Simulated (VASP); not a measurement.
Here is a VASP 6.6.1 calculation.

File POSCAR:

```
CdS
1.0
    4.1500000000      0.0000000000      0.0000000000
   -2.0750000000      3.5940054257      0.0000000000
    0.0000000000      0.0000000000      6.7370000000
Cd S
2 2
Direct
    0.3333333333      0.6666666667     -0.0010297073
    0.6666666667      0.3333333333      0.4989702927
    0.3333333333      0.6666666667      0.3760297073
    0.6666666667      0.3333333333      0.8760297073
```

The input INCAR.step1:

```
ALGO = Normal ; EDIFF = 1E-4
ENCUT = 520 ; GGA = PE
ISMEAR = -1 ; LASPH = True
LCHARG = False ; LREAL = False
LWAVE = True ; NBANDS = 26
NELM = 100 ; PREC = Accurate
SIGMA = 0.02
```

INCAR.step2

```
ALGO = Normal ; EDIFF = 1E-8
ENCUT = 520 ; ISIF = 2
ISMEAR = -1 ; ISTART = 1
LASPH = True ; LCHARG = False
LEFG = True ; LMIXTAU = True
LREAL = False ; LWAVE = False
METAGGA = R2SCAN ; NBANDS = 26
NELM = 100 ; PREC = Accurate
SIGMA = 0.02
```

Contents of KPOINTS:

```
k-points
0
Gamma
  12 12 7
```

Potentials or basis: VASP PAW PBE potentials, release 64 (Cd, S).

Command:

```bash
$ cat potpaw_PBE.64/Cd/POTCAR potpaw_PBE.64/S/POTCAR > POTCAR
$ cp INCAR.step1 INCAR
$ mpirun -np 1 vasp_std > vasp.out
$ cp INCAR.step2 INCAR
$ mpirun -np 1 vasp_std > vasp.out
```

Problem. What does it give for the pressure?

Solution. 1.0 GPa.

Problem. What does it give for the band gap on the k mesh?

Solution. 1.66 eV, direct.

Electric field gradients, principal values (V/Å²):
```tsv
atom	least	middle	greatest (by size)
1 Cd	-1.753	-1.753	3.506
2 Cd	-1.753	-1.753	3.506
3 S	0.264	0.265	-0.529
4 S	0.264	0.265	-0.529
```

Caveat: without QUAD_EFG the Cq values of the log hold for a quadrupole moment of 1 mb, not for the nuclei; the PAW data sets were made with another functional, which shifts forces and pressure a little. A k mesh can miss the band edges.
